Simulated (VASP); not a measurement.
# Ag (P6_3/mmc) in VASP: further runs, part 2 of 2

VASP 6.6.1. The steps go on from the part before.

## 4. Relaxation of cell and atoms, LDA

This run uses another cell than the first one, of 17.81 Å³/atom.

The input, INCAR:

```
SYSTEM = Ag
ALGO = Normal
EDIFF = 1E-7
EDIFFG = -0.002
ENCUT = 600
GGA = CA
IBRION = 2
ISIF = 3
ISMEAR = -1
LASPH = .True.
LCHARG = .False.
LREAL = .False.
LWAVE = .False.
NELM = 60
NSW = 100
PREC = Accurate
SIGMA = 0.1
```

The input, KPOINTS:

```
k-points
0
Gamma
  18 18 10
  0 0 0
```

The input, POSCAR:

```
Ag
1.0
    2.9300000000      0.0000000000      0.0000000000
   -1.4650000000      2.5374544331      0.0000000000
    0.0000000000      0.0000000000      4.7900000000
Ag
2
Direct
    0.3333333333      0.6666666667      0.2500000000
    0.6666666667      0.3333333333      0.7500000000
```

Potentials or basis: VASP PAW LDA potentials, release 64 (Ag).

Started as:

```
$ cat potpaw_LDA.64/Ag/POTCAR > POTCAR
$ mpirun -np 1 vasp_std > vasp.out
```

OUTCAR:

```text
SYSTEM = Ag
   EDIFF = 1E-7
   EDIFFG = -0.002
   ENCUT = 600
   GGA = CA
   IBRION = 2
   ISIF = 3
   ISMEAR = -1
   LASPH = .True.
   LREAL = .False.
   NELM = 60
   NSW = 100
   PREC = Accurate

 ion  position               nearest neighbor table
   1  0.333  0.667  0.250-   2 2.93   2 2.93   2 2.93   2 2.93   2 2.93   2 2.93
   2  0.667  0.333  0.750-   1 2.93   1 2.93   1 2.93   1 2.93   1 2.93   1 2.93

  LATTYP: Found a hexagonal cell.
 ALAT       =     2.9300000000
 C/A-ratio  =     1.6348122867

  Lattice vectors:

 A1 = (   2.9300000000,   0.0000000000,   0.0000000000)
 A2 = (  -1.4650000000,   2.5374544331,   0.0000000000)
 A3 = (   0.0000000000,   0.0000000000,   4.7900000000)

Analysis of symmetry for initial positions (statically):
=====================================================================
 Subroutine PRICEL returns:
 Original cell was already a primitive cell.

 Routine SETGRP: Setting up the symmetry group for a
 hexagonal supercell.

 Subroutine GETGRP returns: Found 24 space group operations
 (whereof 12 operations were pure point group operations)
 out of a pool of 24 trial point group operations.

The static configuration has the point symmetry D_3d.
 The point group associated with its full space group is D_6h.

Analysis of symmetry for dynamics (positions and initial velocities):
=====================================================================
 Subroutine PRICEL returns:
 Original cell was already a primitive cell.

 Routine SETGRP: Setting up the symmetry group for a
 hexagonal supercell.

 Subroutine GETGRP returns: Found 24 space group operations
 (whereof 12 operations were pure point group operations)
[... 187 lines left out ...]

 number of electron      21.9999998 magnetization

 E-fermi :  10.1347     XC(G=0): -13.3698

 val. band max:       10.1079760309   @ k =   0.2778  -0.0000   0.3000
 cond. band min:      10.1506832080   @ k =   0.3333   0.1667   0.3000
 fundamental gap:      0.0427071771
 Fermi energy:        10.1347403841

 k-point     1 :       0.0000    0.0000    0.0000
  band No.  band energies     occupation
      1       1.2867      2.00000
      2       2.8212      2.00000
      3       4.8066      2.00000
      4       4.9362      2.00000
      5       4.9362      2.00000
      6       5.2420      2.00000
      7       5.2420      2.00000
      8       5.7038      2.00000
      9       5.7038      2.00000
     10       6.9823      2.00000
     11       6.9823      2.00000
     12       9.3014      1.99952
     13      14.4497      0.00000
     14      26.1185      0.00000
[... 594 lines left out ...]
--------------------------------------- Ionic step        7  -------------------------------------------

 number of electron      22.0000005 magnetization

 Free energy of the ion-electron system (eV)
  ---------------------------------------------------
  ext. energy  EPLUGINS =         0.00000000
  ---------------------------------------------------
  free energy    TOTEN  =        -7.55965839 eV

  energy without entropy =       -7.53905198  energy(sigma->0) =       -7.54935519

 E-fermi :   8.9965     XC(G=0): -12.9343

 val. band max:        8.9892391345   @ k =   0.2778   0.2222   0.3000
 cond. band min:       9.0077926306   @ k =   0.3333   0.0556   0.4000
 fundamental gap:      0.0185534962
 Fermi energy:         8.9964818523

 k-point     1 :       0.0000    0.0000    0.0000
  band No.  band energies     occupation
      1       0.7331      2.00000
      2       2.2149      2.00000
      3       3.9861      2.00000
      4       4.1071      2.00000
      5       4.1071      2.00000
      6       4.3738      2.00000
      7       4.3738      2.00000
      8       4.7858      2.00000
      9       4.7858      2.00000
     10       5.9137      2.00000
     11       5.9137      2.00000
     12       8.3820      1.99572
     13      12.8618      0.00000
     14      24.8584      0.00000
[... 444 lines left out ...]
  FREE ENERGIE OF THE ION-ELECTRON SYSTEM (eV)
  ---------------------------------------------------
  free  energy   TOTEN  =        -7.5596583888 eV

  energy  without entropy=       -7.5390519828  energy(sigma->0) =       -7.54935519

 reached required accuracy - stopping structural energy minimisation
```

OSZICAR:

```text
N       E                     dE             d eps       ncg     rms          rms(c)
DAV:   1     0.129678321801E+03    0.12968E+03   -0.13017E+04  6668   0.163E+03
DAV:   2    -0.648025761767E+01   -0.13616E+03   -0.13045E+03  6842   0.311E+02
[... 53 lines left out ...]
   6 F= -.75596510E+01 E0= -.75493647E+01  d E =-.323394E-04
       N       E                     dE             d eps       ncg     rms          rms(c)
DAV:   1    -0.755971363884E+01   -0.62608E-04   -0.21727E-03  7213   0.422E-01    0.406E-02
DAV:   2    -0.755967114642E+01    0.42492E-04   -0.59039E-05  7185   0.948E-02    0.195E-02
DAV:   3    -0.755966006247E+01    0.11084E-04   -0.91181E-06  7227   0.311E-02    0.804E-03
DAV:   4    -0.755965836617E+01    0.16963E-05   -0.27910E-06  7241   0.164E-02    0.324E-03
DAV:   5    -0.755965838875E+01   -0.22580E-07   -0.12412E-07  4198   0.383E-03
   7 F= -.75596584E+01 E0= -.75493552E+01  d E =-.735445E-05
```

Run time: 3.6 min. Hardware: 1 thread of AMD EPYC 9R45 (Zen 5), shared host; peak memory 0.22 GiB.

What came out:

```
Free energy                           : -7.5597 eV
Relaxed volume                        : 16.07 Å³/atom
Relaxed cell                          : a = 2.829 Å, b = 2.829 Å, c = 4.636 Å, α = 90.00°, β = 90.00°, γ = 120.00°
Space group after relaxing (to 0.1 Å) : P6_3/mmc (No. 194)
Energy gained by relaxing             : 64.0 meV/atom
Ionic steps                           : 7
Pressure after relaxing               : 0.0 GPa
Band gap on the k mesh                : zero (bands 11 and 12 overlap by 7.69 eV)
```

Step by step:
| step | energy change (eV) | largest force (eV/Å) | pressure (GPa) | volume (Å³) |
| --- | --- | --- | --- | --- |
| 1 | 0.0000 | 0.0000 | -10.53 | 35.61 |
| 2 | -0.0512 | 0.0000 | 11.99 | 29.91 |
| 3 | -0.1281 | 0.0000 | -0.13 | 32.17 |
| 4 | -0.1281 | 0.0000 | 0.13 | 32.10 |
| 5 | -0.1281 | 0.0000 | -0.09 | 32.16 |
| 6 | -0.1281 | 0.0000 | -0.04 | 32.15 |
| 7 | -0.1281 | 0.0000 | 0.00 | 32.14 |

Final structure:
```xyz
2
Lattice="2.8293 0.0000 0.0000 -1.4147 2.4503 0.0000 0.0000 0.0000 4.6361" Properties=species:S:1:pos:R:3 pbc="T T T"
Ag    0.0000    1.6335    1.1590
Ag    1.4147    0.8168    3.4771
```

LDA usually gives volumes a few per cent too small. Zero-point motion and thermal expansion aren't in these numbers.

## 5. Summary

```tsv
cell	gap on the mesh (eV)	pressure (GPa)
relaxed to 10 GPa from a = 2.828, b = 2.828, c = 4.634 Å, angles 90.0, 90.0, 120.0°, 2 atoms	none	10.0
relaxed to 15 GPa from a = 2.828, b = 2.828, c = 4.634 Å, angles 90.0, 90.0, 120.0°, 2 atoms	none	15.0
relaxed from a = 2.930, b = 2.930, c = 4.790 Å, angles 90.0, 90.0, 120.0°, 2 atoms	none	0.0
```

Alike in all rows: task relaxation of cell and atoms; level LDA; potentials or basis VASP PAW LDA potentials, release 64 (Ag); no spin polarisation; k mesh 18 × 18 × 10; cutoff (eV) 600; smearing fermi-dirac 0.1 eV.

Caveats: the cell is relaxed towards a set pressure, so the run minimises the enthalpy, not the energy (at least some runs).

Total energies depend on the potentials used, so only differences within one code and one set of settings carry meaning.

The gap in the log of VASP goes by the Fermi energy; the results here count the filled bands.